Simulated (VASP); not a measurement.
Set up this calculation in VASP 6.6.1, as the native input.

```yaml
Task: single point
Functional: PBE
Potentials_or_basis: VASP PAW PBE potentials, release 64 (B, As)
Cutoff: 520 eV
k_mesh: 10 × 10 × 10
Occupations: gaussian, width 0.05 eV
Spin: no spin polarisation
Dipole_correction: no
Further_INCAR_settings: ALGO = Normal; EDIFF = 1e-07; NBANDS = 11
```

The structure of BAs lies in POSCAR:

```
BAs
1.0
    0.0000000000      2.5005876081      2.4044111616
    2.5005876081      0.0000000000      2.4044111616
    2.5005876081      2.5005876081      0.0000000000
B As
1 1
Direct
    0.0000000000      0.0000000000      0.0000000000
    0.7500000000      0.7500000000      0.7500000000
```

This cell differs from its parent crystal: strain +0.040 along x and y, +0.000 along z.

These files were run (other wordings do the same):

INCAR

```
SYSTEM = BAs
PREC = Accurate
ENCUT = 520
EDIFF = 1E-7
ISMEAR = 0
SIGMA = 0.05
LREAL = .False.
LASPH = .True.
NELM = 100
ALGO = Normal
ISIF = 2
LWAVE = .False.
LCHARG = .False.
GGA = PE
NBANDS = 11
```

KPOINTS

```
regular mesh
0
Gamma
  10 10 10
  0 0 0
```

Potentials or basis: VASP PAW PBE potentials, release 64 (B, As).

Command:

```console
$ cat potpaw_PBE.64/B/POTCAR potpaw_PBE.64/As/POTCAR > POTCAR
$ mpirun -np 1 vasp_std > vasp.out
```

It gave:

The pressure is -8.3 GPa and the band gap on the k mesh is 0.73 eV, indirect (least direct gap 2.77 eV).

Caveat: the cell differs from its parent crystal (strain +0.040 along x and y, +0.000 along z).

It took 24 s on 1 thread of Intel(R) Xeon(R) Platinum 8488C (Sapphire Rapids), with other jobs on the host, peak memory 0.18 GiB.
